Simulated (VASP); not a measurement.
Input of a VASP 6.6.1 run:

Contents of INCAR:

```
SYSTEM = MgZn2O3
PREC = Accurate
ENCUT = 520
EDIFF = 1E-7
ISMEAR = 0
SIGMA = 0.02
LREAL = .False.
LASPH = .True.
NELM = 60
ALGO = Normal
ISIF = 2
LWAVE = .False.
LCHARG = .False.
GGA = PE
NBANDS = 31
```

File KPOINTS:

```
Automatic mesh
0
Gamma
  12 12 12
  0 0 0
```

File POSCAR:

```
MgZn2O3
1.0
   -1.6375777644      1.6375777644      6.8630585034
    1.6375777644     -1.6375777644      6.8630585034
    1.6375777644      1.6375777644     -6.8630585034
Mg Zn O
1 2 3
Direct
    0.5000000000      0.5000000000      0.0000000000
    0.8338746515      0.8338746515      0.0000000000
    0.1661253485      0.1661253485      0.0000000000
    0.4181908643      0.9181908643      0.5000000000
    0.0818091357      0.5818091357      0.5000000000
    0.7500000000      0.2500000000      0.5000000000
```

Potentials or basis: VASP PAW PBE potentials, release 64 (Mg, Zn, O).

Run with:

```console
$ cat potpaw_PBE.64/Mg/POTCAR potpaw_PBE.64/Zn/POTCAR potpaw_PBE.64/O/POTCAR > POTCAR
$ mpirun -np 1 vasp_std > vasp.out
```

**Question.** What does it give for the largest force?

**Answer.** 0.072 eV/Å.

**Question.** Predict the pressure.

**Answer.** 0.4 GPa.

Forces on the atoms (eV/Å):
```
Mg   0.000  0.000  0.000
Zn   0.000  0.000  0.007
Zn   0.000  0.000 -0.007
O    0.000  0.000  0.072
O    0.000  0.000 -0.072
O    0.000  0.000  0.000
```
